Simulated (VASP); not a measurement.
# Si2Ni (Fm-3m) in VASP: notebook, part 2 of 2

VASP 6.6.1. The steps go on from the part before.

### 4 Single point, PBE, collinear spin, ferromagnetic start (15.08 Å³/atom)

This run uses another cell than the first one, of 15.08 Å³/atom.

The input, INCAR:

```
SYSTEM = Si2Ni
  ALGO = Normal
  EDIFF = 1E-7
  ENCUT = 520
  GGA = PE
  ISIF = 2
  ISMEAR = 0
  ISPIN = 2
  LASPH = .True.
  LCHARG = .False.
  LMAXMIX = 4
  LORBIT = 11
  LREAL = .False.
  LWAVE = .False.
  MAGMOM = 0 0 0.375
  NBANDS = 20
  NELM = 150
  NUPDOWN = 0.375
  PREC = Accurate
  SIGMA = 0.15
```

The input, KPOINTS:

```
k-points
0
Gamma
  14 14 14
  0 0 0
```

The input, POSCAR:

```
Si2Ni
1.0
    0.0000000000      2.8279930165      2.8279930165
    2.8279930165      0.0000000000      2.8279930165
    2.8279930165      2.8279930165      0.0000000000
Si Ni
2 1
Direct
    0.2500000000      0.2500000000      0.2500000000
    0.7500000000      0.7500000000      0.7500000000
    0.0000000000      0.0000000000      0.0000000000
```

Potentials or basis: VASP PAW PBE potentials, release 64 (Si, Ni).

On the command line:

```sh
cat potpaw_PBE.64/Si/POTCAR potpaw_PBE.64/Ni/POTCAR > POTCAR
mpirun -np 1 vasp_std > vasp.out
```

OUTCAR:

```text
SYSTEM = Si2Ni
   EDIFF = 1E-7
   ENCUT = 520
   GGA = PE
   ISIF = 2
   ISMEAR = 0
   ISPIN = 2
   LASPH = .True.
   LORBIT = 11
   LREAL = .False.
   NELM = 150
   NUPDOWN = 0.375
   PREC = Accurate

 ion  position               nearest neighbor table
   1  0.250  0.250  0.250-   3 2.45   3 2.45   3 2.45   3 2.45   2 2.83   2 2.83   2 2.83   2 2.83
                             2 2.83   2 2.83
   2  0.750  0.750  0.750-   3 2.45   3 2.45   3 2.45   3 2.45   1 2.83   1 2.83   1 2.83   1 2.83
                             1 2.83   1 2.83
   3  0.000  0.000  0.000-   1 2.45   2 2.45   2 2.45   2 2.45   2 2.45   1 2.45   1 2.45   1 2.45

  LATTYP: Found a face centered cubic cell.
 ALAT       =     5.6559860330

  Lattice vectors:

 A1 = (   0.0000000000,   2.8279930165,   2.8279930165)
 A2 = (   2.8279930165,   0.0000000000,   2.8279930165)
 A3 = (   2.8279930165,   2.8279930165,   0.0000000000)

Analysis of symmetry for initial positions (statically):
=====================================================================
 Subroutine PRICEL returns:
 Original cell was already a primitive cell.

 Routine SETGRP: Setting up the symmetry group for a
 face centered cubic supercell.

 Subroutine GETGRP returns: Found 48 space group operations
 (whereof 48 operations were pure point group operations)
 out of a pool of 48 trial point group operations.

The static configuration has the point symmetry O_h .

Analysis of symmetry for dynamics (positions and initial velocities):
=====================================================================
 Subroutine PRICEL returns:
 Original cell was already a primitive cell.

 Routine SETGRP: Setting up the symmetry group for a
 face centered cubic supercell.

 Subroutine GETGRP returns: Found 48 space group operations
 (whereof 48 operations were pure point group operations)
 out of a pool of 48 trial point group operations.

The dynamic configuration has the point symmetry O_h .

Analysis of structural, dynamic, and magnetic symmetry:
[... 155 lines left out ...]
  ---------------------------------------------------
  ext. energy  EPLUGINS =         0.00000000
  ---------------------------------------------------
  free energy    TOTEN  =       -17.10693283 eV

  energy without entropy =      -17.09421133  energy(sigma->0) =      -17.10057208

 E-fermi :   8.1262     XC(G=0): -10.9770

 val. band max:        8.7012899904   @ k =  -0.3571   0.5000   0.1429
 cond. band min:       8.1653396800   @ k =   0.3571   0.2857   0.0000
 fundamental gap:     -0.5359503104
 Fermi energy:         8.7120682225

 spin component 1

 k-point     1 :       0.0000    0.0000    0.0000
  band No.  band energies     occupation
      1      -4.1027      1.00000
      2       4.0965      1.00000
      3       4.0965      1.00000
      4       4.0965      1.00000
      5       5.6571      1.00000
      6       5.6571      1.00000
[... 541 lines left out ...]
     19      20.9497      0.00000
     20      22.5703      0.00000

 [... further k-points ...]

 spin component 2

 k-point     1 :       0.0000    0.0000    0.0000
  band No.  band energies     occupation
      1      -4.0193      1.00000
      2       4.2620      1.00000
      3       4.2620      1.00000
      4       4.2620      1.00000
      5       5.7848      1.00000
      6       5.7848      1.00000
[... 541 lines left out ...]
     19      21.0234      0.00000
     20      22.6692      0.00000

 [... further k-points ...]
[... 5 lines left out ...]
  --------------------------------------------------------------------------------------
  -------------------------------------------------------------------------------------
  Total       -3.4727424     -3.4727424     -3.4727424      0.0000000      0.0000000     -0.0000000
  in kB     -123.0036962   -123.0036962   -123.0036962      0.0000000      0.0000000     -0.0000000
  external PRESSURE =    -123.0036962 kB  Pullay stress =       0.0000000 kB

 VOLUME and BASIS-vectors are now :
 -----------------------------------------------------------------------------
  energy-cutoff  :      520.00
  volume of cell :       45.23
      direct lattice vectors                 reciprocal lattice vectors
     0.000000000  2.827993016  2.827993016    -0.176803831  0.176803831  0.176803831
     2.827993016  0.000000000  2.827993016     0.176803831 -0.176803831  0.176803831
     2.827993016  2.827993016  0.000000000     0.176803831  0.176803831 -0.176803831

 POSITION                                       TOTAL-FORCE (eV/Angst)
 -----------------------------------------------------------------------------------
      1.41400      1.41400      1.41400         0.000000      0.000000      0.000000
      4.24199      4.24199      4.24199        -0.000000     -0.000000     -0.000000
      0.00000      0.00000      0.00000         0.000000     -0.000000      0.000000
 -----------------------------------------------------------------------------------
    total drift:                                0.000000     -0.000000     -0.000000

  FREE ENERGIE OF THE ION-ELECTRON SYSTEM (eV)
  ---------------------------------------------------
  free  energy   TOTEN  =       -17.1069328305 eV

  energy  without entropy=      -17.0942113255  energy(sigma->0) =      -17.10057208

 total charge

# of ion       s       p       d       tot
------------------------------------------
    1        0.766   0.759   0.000   1.525
    2        0.766   0.759   0.000   1.525
    3        0.495   0.618   8.380   9.494
--------------------------------------------------
tot          2.027   2.137   8.380  12.544

 magnetization (x)

# of ion       s       p       d       tot
------------------------------------------
    1        0.026   0.019   0.000   0.045
    2        0.026   0.019   0.000   0.045
    3        0.001   0.015   0.181   0.198
--------------------------------------------------
tot          0.052   0.053   0.181   0.287
```

stdout:

```text
POSCAR found type information on POSCAR SiNi
 POSCAR found :  2 types and       3 ions
 scaLAPACK will be used
 LDA part: xc-table for (Slater+PW92), standard interpolation
 POSCAR, INCAR and KPOINTS ok, starting setup
 FFT: planning ... GRIDC
 FFT: planning ... GRID_SOFT
 FFT: planning ... GRID
 WAVECAR not read
 entering main loop
```

It took 94 s on 1 thread of Intel Xeon 6975P-C (Granite Rapids), shared host; peak memory 0.28 GiB.

What came out:

| Quantity | Value |
| --- | --- |
| Free energy | -17.1069 eV |
| Pressure | -12.3 GPa |
| Net moment | 0.38 μB per cell |
| Site moments | Si +0.04; Ni +0.20 μB |
| Valence electrons inside the program's atomic spheres | Si 1.52; Ni 9.49 |

Caveat: the cell stands under tension; the total moment is fixed, so each spin has its own Fermi level and the state may be an excited one.

### 5 Overview

```tsv
fixed moment (μB)	cell	pressure (GPa)	moment (μB)
0.375	a = 3.690 Å, angles 60.0°, 3 atoms	25.4	0.38
0.25	a = 3.999 Å, angles 60.0°, 3 atoms	-12.5	0.25
0.375	a = 3.999 Å, angles 60.0°, 3 atoms	-12.3	0.38
```

Alike in all rows: task single point; level PBE; potentials or basis VASP PAW PBE potentials, release 64 (Si, Ni); spin collinear, ferromagnetic start; k mesh 14 × 14 × 14; cutoff (eV) 520; smearing gaussian 0.15 eV.

Caveats: the total moment is fixed, so each spin has its own Fermi level and the state may be an excited one; the cell stands under tension (at least some runs); the cell stands under pressure (at least some runs).

Absolute energies hang on the potentials; compare differences alone.
